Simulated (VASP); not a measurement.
# NaH (Fm-3m) in VASP: relaxation of cell and atoms with PBE

Aim: the relaxation of cell and atoms of NaH with PBE.

Program: VASP 6.6.1. These are calculated values, not measurements. Logs are shortened: lines on timing, memory, paths and dates and some standing lists are left out, and cuts for length are marked.

## (1) The cell of the first run

It takes space group Fm-3m (No. 225, cubic). The conventional cell has a = 4.880 Å, b = 4.880 Å, c = 4.880 Å, α = 90.00°, β = 90.00°, γ = 90.00°. Na (site symmetry m-3m) has 6 H at 2.44 Å within 3.2 Å. H (site symmetry m-3m) has 6 Na at 2.44 Å within 3.2 Å.

## (2) Relaxation of cell and atoms, PBE

The input, INCAR:

```
SYSTEM = NaH
PREC     = Accurate       ! precision mode
ENCUT    = 600            ! plane-wave cutoff, eV
EDIFF    = 1E-7           ! SCF threshold, eV
ISMEAR   = 0              ! smearing method
SIGMA    = 0.02           ! smearing width, eV
LREAL    = .False.        ! projectors in reciprocal space
LASPH    = .True.         ! aspherical terms in the spheres
NELM     = 80             ! most SCF steps
ALGO     = Normal         ! electronic algorithm
ISIF     = 3              ! what is computed and relaxed
LWAVE    = .False.        ! write WAVECAR
LCHARG   = .False.        ! write CHGCAR
GGA      = PE             ! functional
IBRION   = 2              ! ionic algorithm
NSW      = 90             ! ionic steps
EDIFFG   = -0.02          ! ionic threshold
```

The input, KPOINTS:

```
regular mesh
0
Gamma
  8 8 8
  0 0 0
```

The input, POSCAR:

```
NaH
1.0
    0.0000000000      2.4400000000      2.4400000000
    2.4400000000      0.0000000000      2.4400000000
    2.4400000000      2.4400000000      0.0000000000
Na H
1 1
Direct
    0.0000000000      0.0000000000      0.0000000000
    0.5000000000      0.5000000000      0.5000000000
```

Potentials or basis: VASP PAW PBE potentials, release 64 (Na_pv, H).

Run with:

```
$ cat potpaw_PBE.64/Na_pv/POTCAR potpaw_PBE.64/H/POTCAR > POTCAR
$ mpirun -np 1 vasp_std > vasp.out
```

OUTCAR:

```text
SYSTEM = NaH
   PREC = Accurate
   ENCUT = 600
   EDIFF = 1E-7
   ISMEAR = 0
   LREAL = .False.
   LASPH = .True.
   NELM = 80
   ISIF = 3
   GGA = PE
   IBRION = 2
   NSW = 90
   EDIFFG = -0.02

 ion  position               nearest neighbor table
   1  0.000  0.000  0.000-
   2  0.500  0.500  0.500-

  LATTYP: Found a face centered cubic cell.
 ALAT       =     4.8800000000

  Lattice vectors:

 A1 = (   0.0000000000,   2.4400000000,   2.4400000000)
 A2 = (   2.4400000000,   0.0000000000,   2.4400000000)
 A3 = (   2.4400000000,   2.4400000000,   0.0000000000)

Analysis of symmetry for initial positions (statically):
=====================================================================
 Subroutine PRICEL returns:
 Original cell was already a primitive cell.

 Routine SETGRP: Setting up the symmetry group for a
 face centered cubic supercell.

 Subroutine GETGRP returns: Found 48 space group operations
 (whereof 48 operations were pure point group operations)
 out of a pool of 48 trial point group operations.

The static configuration has the point symmetry O_h .

Analysis of symmetry for dynamics (positions and initial velocities):
=====================================================================
 Subroutine PRICEL returns:
 Original cell was already a primitive cell.

 Routine SETGRP: Setting up the symmetry group for a
 face centered cubic supercell.

 Subroutine GETGRP returns: Found 48 space group operations
 (whereof 48 operations were pure point group operations)
 out of a pool of 48 trial point group operations.

The dynamic configuration has the point symmetry O_h .

 Subroutine INISYM returns: Found 48 space group operations
 (whereof 48 operations are pure point group operations),
 and found     1 'primitive' translations

----------------------------------------------------------------------------------------

                                     Primitive cell

  volume of cell :      29.0536

  direct lattice vectors                    reciprocal lattice vectors
     0.000000000  2.440000000  2.440000000    -0.204918033  0.204918033  0.204918033
     2.440000000  0.000000000  2.440000000     0.204918033 -0.204918033  0.204918033
     2.440000000  2.440000000  0.000000000     0.204918033  0.204918033 -0.204918033

  length of vectors
     3.450681092  3.450681092  3.450681092     0.354928444  0.354928444  0.354928444

  position of ions in fractional coordinates (direct lattice)
     0.000000000  0.000000000  0.000000000
     0.500000000  0.500000000  0.500000000

  ion indices of the primitive-cell ions
   primitive index   ion index
                 1           1
                 2           2

----------------------------------------------------------------------------------------

 KPOINTS: regular mesh

Automatic generation of k-mesh.
 Grid dimensions read from file:
 generate k-points for:    8    8    8

 Generating k-lattice:

  Cartesian coordinates                     Fractional coordinates (reciprocal lattice)
    -0.025614754  0.025614754  0.025614754     0.125000000  0.000000000  0.000000000
     0.025614754 -0.025614754  0.025614754     0.000000000  0.125000000  0.000000000
     0.025614754  0.025614754 -0.025614754     0.000000000  0.000000000  0.125000000

  Length of vectors
     0.044366056  0.044366056  0.044366056

  Shift w.r.t. Gamma in fractional coordinates (k-lattice)
     0.000000000  0.000000000  0.000000000

 Subroutine IBZKPT returns following result:
 ===========================================

 Found     29 irreducible k-points:

 Following reciprocal coordinates:
            Coordinates               Weight
  0.000000  0.000000  0.000000      1.000000
  0.125000  0.000000  0.000000      8.000000
  0.250000  0.000000  0.000000      8.000000
  0.375000  0.000000  0.000000      8.000000
  0.500000  0.000000  0.000000      4.000000
  0.125000  0.125000  0.000000      6.000000
[... 16 lines left out ...]
  0.500000  0.250000  0.125000     48.000000
 -0.375000  0.250000  0.125000     24.000000
 [... further k-points ...]
   k-points           NKPTS =     29   k-points in BZ     NKDIM =     29   number of bands    NBANDS=      8
   number of dos      NEDOS =    301   number of ions     NIONS =      2
   total plane-waves  NPLWV =  21952
   dimension x,y,z NGX =    28 NGY =   28 NGZ =   28
   dimension x,y,z NGXF=    56 NGYF=   56 NGZF=   56
   ions per type =               1   1
   NGX,Y,Z   is equivalent  to a cutoff of  13.49, 13.49, 13.49 a.u.
   NGXF,Y,Z  is equivalent  to a cutoff of  26.98, 26.98, 26.98 a.u.
 SYSTEM =  NaH
   PREC   = accura    normal or accurate (medium, high low for compatibility)
   ISTART =      0    job   : 0-new  1-cont  2-samecut
   ICHARG =      2    charge: 1-file 2-atom 10-const
   ISPIN  =      1    spin polarized calculation?
   LNONCOLLINEAR =      F non collinear calculations
   LSORBIT =      F    spin-orbit coupling
   LASPH  =      T    aspherical Exc in radial PAW
   ENCUT  =  600.0 eV  44.10 Ry    6.64 a.u.   6.89  6.89  6.89*2*pi/ulx,y,z
   NELM   =     80;   NELMIN=  2; NELMDL= -5     # of ELM steps
   EDIFF  = 0.1E-06   stopping-criterion for ELM
   LREAL  =      F    real-space projection
   EDIFFG = -.2E-01   stopping-criterion for IOM
   NSW    =     90    number of steps for IOM
   IBRION =      2    ionic relax: 0-MD 1-quasi-New 2-CG
   NFREE  =      1    steps in history (QN), initial steepest desc. (CG)
   ISIF   =      3    stress and relaxation
   ISYM   =      2    0-nonsym 1-usesym 2-fastsym
   POTIM  = 0.5000    time-step for ionic-motion
   TEBEG  =    0.0;   TEEND  =   0.0 temperature during run
   PSTRESS=    0.0 pullay stress
   NELECT =       8.0000    total number of electrons
   NUPDOWN=      -1.0000    fix difference up-down
   EMIN   =  10.00;   EMAX   =-10.00  energy-range for DOS
   EFERMI =   0.00;   METHOD = LEGACY
   ISMEAR =     0;   SIGMA  =   0.02  broadening in eV -4-tet -1-fermi 0-gaus
   EFERMI_NEDOS =   21; number of points for ismear=-14 and -15
   IALGO  =     38    algorithm
   IMIX   =      4    mixing-type and parameters
     AMIX     =   0.40;   BMIX     =  1.00
     AMIX_MAG =   1.60;   BMIX_MAG =  1.00
  volume/ion in A,a.u.               =      14.53        98.03
  Fermi-wavevector in a.u.,A,eV,Ry     =   1.065054  2.012660 15.433636  1.134340
  Thomas-Fermi vector in A             =   2.200593
   LORBIT       =      0    0 simple, 1 ext, 2 COOP (PROOUT), +10 PAW based schemes
   GGA     = PE    functional components
   LHFCALC =     F    Hartree Fock is set to
   AEXX    =    0.0000 exact exchange contribution
   IVDW    =     0    specifies the selected vdW correction
   LEPSILON=     F    determine dielectric tensor
   LRPA    =     F    only Hartree local field effects (RPA)
 conjugate gradient relaxation of ions
 non-spin polarized calculation
 Gauss-broadening in eV      SIGMA  =   0.02
  energy-cutoff  :      600.00
  volume of cell :       29.05
 maximum number of plane-waves:       982
   NGX = 13   NGY = 13   NGZ = 13

--------------------------------------- Ionic step        1  -------------------------------------------

 number of electron       8.0000008 magnetization

 Free energy of the ion-electron system (eV)
  ---------------------------------------------------
  ext. energy  EPLUGINS =         0.00000000
  ---------------------------------------------------
  free energy    TOTEN  =        -5.08637155 eV

  energy without entropy =       -5.08637155  energy(sigma->0) =       -5.08637155

------------------------ aborting loop because EDIFF is reached ----------------------------------------

  FORCE on cell =-STRESS in cart. coord.  units (eV):
  Direction    XX          YY          ZZ          XY          YZ          ZX
  --------------------------------------------------------------------------------------
  -------------------------------------------------------------------------------------
  Total       -0.1169963     -0.1169963     -0.1169963      0.0000000     -0.0000000      0.0000000
  in kB       -6.4518327     -6.4518327     -6.4518327      0.0000000     -0.0000000      0.0000000
  external PRESSURE =      -6.4518327 kB  Pullay stress =       0.0000000 kB

 VOLUME and BASIS-vectors are now :
 -----------------------------------------------------------------------------
  energy-cutoff  :      600.00
  volume of cell :       29.05
      direct lattice vectors                 reciprocal lattice vectors
     0.000000000  2.440000000  2.440000000    -0.204918033  0.204918033  0.204918033
     2.440000000  0.000000000  2.440000000     0.204918033 -0.204918033  0.204918033
     2.440000000  2.440000000  0.000000000     0.204918033  0.204918033 -0.204918033
[... 37 lines left out ...]
 POSITION                                       TOTAL-FORCE (eV/Angst)
 -----------------------------------------------------------------------------------
      4.86623      4.86623      4.86623         0.000000      0.000000      0.000000
      2.43311      2.43311      2.43311        -0.000000     -0.000000     -0.000000
 -----------------------------------------------------------------------------------
    total drift:                                0.000000      0.000000      0.000000

  FREE ENERGIE OF THE ION-ELECTRON SYSTEM (eV)
  ---------------------------------------------------
  free  energy   TOTEN  =        -5.0872226514 eV

  energy  without entropy=       -5.0872226514  energy(sigma->0) =       -5.08722265

--------------------------------------- Ionic step        3  -------------------------------------------

 number of electron       8.0000000 magnetization

 Free energy of the ion-electron system (eV)
  ---------------------------------------------------
  ext. energy  EPLUGINS =         0.00000000
  ---------------------------------------------------
  free energy    TOTEN  =        -5.08806774 eV

  energy without entropy =       -5.08806774  energy(sigma->0) =       -5.08806774

 E-fermi :  -0.9349     XC(G=0):  -7.7575

 val. band max:       -1.1256927167   @ k =  -0.2500   0.5000   0.2500
 cond. band min:       2.6290952633   @ k =   0.5000   0.0000   0.0000
 fundamental gap:      3.7547879801
 Fermi energy:        -0.9348811929

 k-point     1 :       0.0000    0.0000    0.0000
  band No.  band energies     occupation
      1     -23.2342      2.00000
      2     -23.2342      2.00000
      3     -23.2342      2.00000
      4      -4.7326      2.00000
      5       9.2601      0.00000
      6      14.4503      0.00000
      7      14.4503      0.00000
      8      14.4503      0.00000

 k-point     2 :       0.1250    0.0000    0.0000
  band No.  band energies     occupation
      1     -23.2479      2.00000
      2     -23.2358      2.00000
      3     -23.2358      2.00000
      4      -4.4652      2.00000
      5       8.3845      0.00000
      6      11.8407      0.00000
      7      13.6362      0.00000
      8      13.6362      0.00000
[... 221 lines left out ...]
 k-point    23 :       0.5000    0.2500    0.1250
  band No.  band energies     occupation
      1     -23.3052      2.00000
      2     -23.2654      2.00000
      3     -23.2500      2.00000
      4      -2.1526      2.00000
      5       4.2538      0.00000
      6       6.9400      0.00000
      7      10.2239      0.00000
      8      13.8246      0.00000

 k-point    24 :      -0.3750    0.2500    0.1250
  band No.  band energies     occupation
      1     -23.3125      2.00000
      2     -23.2683      2.00000
      3     -23.2528      2.00000
      4      -1.6073      2.00000
      5       3.4112      0.00000
      6       6.6800      0.00000
      7       9.8675      0.00000
      8      13.7602      0.00000

 [... further k-points ...]

------------------------ aborting loop because EDIFF is reached ----------------------------------------

  FORCE on cell =-STRESS in cart. coord.  units (eV):
  Direction    XX          YY          ZZ          XY          YZ          ZX
  --------------------------------------------------------------------------------------
  -------------------------------------------------------------------------------------
  Total       -0.0139203     -0.0139203     -0.0139203      0.0000000      0.0000000     -0.0000000
  in kB       -0.7876067     -0.7876067     -0.7876067      0.0000000      0.0000000     -0.0000000
  external PRESSURE =      -0.7876067 kB  Pullay stress =       0.0000000 kB

 VOLUME and BASIS-vectors are now :
 -----------------------------------------------------------------------------
  energy-cutoff  :      600.00
  volume of cell :       28.32
      direct lattice vectors                 reciprocal lattice vectors
     0.000000000  2.419208950  2.419208950    -0.206679130  0.206679130  0.206679130
     2.419208950  0.000000000  2.419208950     0.206679130 -0.206679130  0.206679130
     2.419208950  2.419208950 -0.000000000     0.206679130  0.206679130 -0.206679130

 POSITION                                       TOTAL-FORCE (eV/Angst)
 -----------------------------------------------------------------------------------
      0.00000      0.00000      0.00000        -0.000000     -0.000000     -0.000000
      2.41921      2.41921      2.41921         0.000000      0.000000      0.000000
 -----------------------------------------------------------------------------------
    total drift:                               -0.000000     -0.000000      0.000000

  FREE ENERGIE OF THE ION-ELECTRON SYSTEM (eV)
  ---------------------------------------------------
  free  energy   TOTEN  =        -5.0880677442 eV

  energy  without entropy=       -5.0880677442  energy(sigma->0) =       -5.08806774

 reached required accuracy - stopping structural energy minimisation
```

Run time: 10 s. Hardware: 1 thread of Intel Xeon Platinum 8488C (Sapphire Rapids), shared host; peak memory 0.14 GiB.

What came out:

```yaml
Free_energy: -5.0881 eV
Relaxed_volume: 14.16 Å³/atom
Relaxed_cell: a = 3.421 Å, b = 3.421 Å, c = 3.421 Å, α = 60.00°, β = 60.00°, γ = 60.00°
Space_group_after_relaxing_to_0.1_Å: Fm-3m (No. 225)
Energy_gained_by_relaxing: 0.8 meV/atom
Ionic_steps: 3
Pressure_after_relaxing: -0.1 GPa
Band_gap_on_the_k_mesh: 3.75 eV (least direct gap 4.61 eV)
```

Step by step:
| step | energy change (eV) | largest force (eV/Å) | pressure (GPa) | volume (Å³) |
| --- | --- | --- | --- | --- |
| 1 | 0.0000 | 0.0000 | -0.65 | 29.05 |
| 2 | -0.0009 | 0.0000 | -0.46 | 28.81 |
| 3 | -0.0017 | 0.0000 | -0.08 | 28.32 |

Final structure:
```cif
data_structure
_symmetry_space_group_name_H-M 'P 1'
_symmetry_Int_Tables_number 1
_cell_length_a 3.4213
_cell_length_b 3.4213
_cell_length_c 3.4213
_cell_angle_alpha 60.000
_cell_angle_beta 60.000
_cell_angle_gamma 60.000
_cell_volume 28.32
loop_
_atom_site_label
_atom_site_type_symbol
_atom_site_fract_x
_atom_site_fract_y
_atom_site_fract_z
_atom_site_occupancy
Na1 Na 0.00000 0.00000 0.00000 1
H1 H 0.50000 0.50000 0.50000 1
```

Levels at points of the mesh, in eV from the valence-band top:
```
           k point  band 2  band 3  band 4  band 5  band 6  band 7
(0.00, 0.00, 0.00)  -22.11  -22.11   -3.61   10.39   15.58   15.58
(0.50, 0.00, 0.00)  -22.12  -22.12   -0.85    3.75   10.76   13.36
(0.50, 0.50, 0.00)  -22.14  -22.14   -0.18    4.63   10.02   10.65
```
